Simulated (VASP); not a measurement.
Here is a VASP 6.6.1 calculation.

File INCAR:

```
ALGO = Normal ; EDIFF = 1E-6
ENCUT = 520 ; GGA = PS
ISIF = 2 ; ISMEAR = -1
LASPH = True ; LCHARG = True
LELF = True ; LREAL = Auto
LVHAR = True ; LWAVE = False
NBANDS = 122 ; NELM = 80
PREC = Accurate ; SIGMA = 0.15
```

File KPOINTS:

```
k-points
0
Gamma
  2 2 2
```

The input POSCAR:

```
NaV16
1.0
    6.0400000000      0.0000000000      0.0000000000
    0.0000000000      6.0400000000      0.0000000000
    0.0000000000      0.0000000000      6.0400000000
V Na
16 1
Direct
   -0.0049903045     -0.0019150393      0.0068369912
    0.4979789492      0.0099085675      0.0119357750
   -0.0161899507      0.4954316437      0.0120469481
   -0.0303521470      0.0234016165      0.4834136413
    0.2446253182      0.2521271057      0.2552902782
    0.5691257632      0.4244247905      0.0824494414
    0.4922817154     -0.0020898454      0.5095089187
    0.7652723163      0.2279251795      0.2798694850
   -0.0046922528      0.5007455773      0.5093910446
    0.2390184663      0.7543721985      0.2671206263
    0.2386986986      0.2400939802      0.7530936896
    0.4979035865      0.4953523264      0.4975808338
    0.7409651243      0.7487538622      0.2552465399
    0.7414931818      0.2520185979      0.7583746630
    0.1652967523      0.8273200850      0.6805298671
    0.7530682893      0.7542514917      0.7529562574
    0.3675202937      0.6260716620     -0.1188609006
```

Potentials or basis: VASP PAW PBE potentials, release 64 (V_sv, Na_pv).

Command:

```sh
$ cat potpaw_PBE.64/V_sv/POTCAR potpaw_PBE.64/Na_pv/POTCAR > POTCAR
$ mpirun -np 1 vasp_std > vasp.out
```

(1) What does it give for the pressure?

(2) Estimate the band gap on the k mesh.

## Answers

(1) 8.0 GPa.

(2) zero (an odd number of electrons rules out a gap without spin polarisation).

Caveat: the k points lie up to 0.52 Å⁻¹ apart, too coarse for converged energies and pressures of a metal; atoms lie so close that the PAW spheres overlap strongly, which falsifies energies and pressures; the PAW data sets were made with another functional, which shifts forces and pressure a little.
